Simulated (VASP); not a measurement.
Here is a VASP 6.6.1 calculation.

File POSCAR:

```
CaS
1.0
    0.0000000000      2.7948042486      2.7948042486
    2.7948042486      0.0000000000      2.7948042486
    2.7948042486      2.7948042486      0.0000000000
Ca S
1 1
Direct
    0.0000000000      0.0000000000      0.0000000000
    0.5000000000      0.5000000000      0.5000000000
```

Contents of INCAR.step1:

```
PREC = Accurate
ENCUT = 550
ISMEAR = 0
SIGMA = 0.01
LREAL = False
LASPH = True
NELM = 120
NBANDS = 15
GGA = PE
ALGO = Normal
EDIFF = 1E-5
LWAVE = True
LCHARG = False
GGA_COMPAT = False
```

Contents of INCAR.step2:

```
PREC = Accurate
ENCUT = 550
EDIFF = 1E-6
ISMEAR = 0
SIGMA = 0.01
LREAL = False
LASPH = True
NELM = 120
ALGO = Normal
ISIF = 2
LWAVE = False
LCHARG = False
METAGGA = R2SCAN
LMIXTAU = True
NBANDS = 15
ISTART = 1
GGA_COMPAT = False
```

The input KPOINTS:

```
Automatic mesh
0
Gamma
  5 5 5
```

Potentials or basis: VASP PAW PBE potentials, release 64 (Ca_sv, S).

The run is started by

```console
$ cat potpaw_PBE.64/Ca_sv/POTCAR potpaw_PBE.64/S/POTCAR > POTCAR
$ cp INCAR.step1 INCAR
$ mpirun -np 1 vasp_std > vasp.out
$ cp INCAR.step2 INCAR
$ mpirun -np 1 vasp_std > vasp.out
```

(1) Predict the pressure.

(2) Predict the band gap on the k mesh.

## Answers

(1) 4.3 GPa.

(2) 2.80 eV, indirect (least direct gap 3.62 eV).

Caveat: the PAW data sets were made with another functional, which shifts forces and pressure a little.
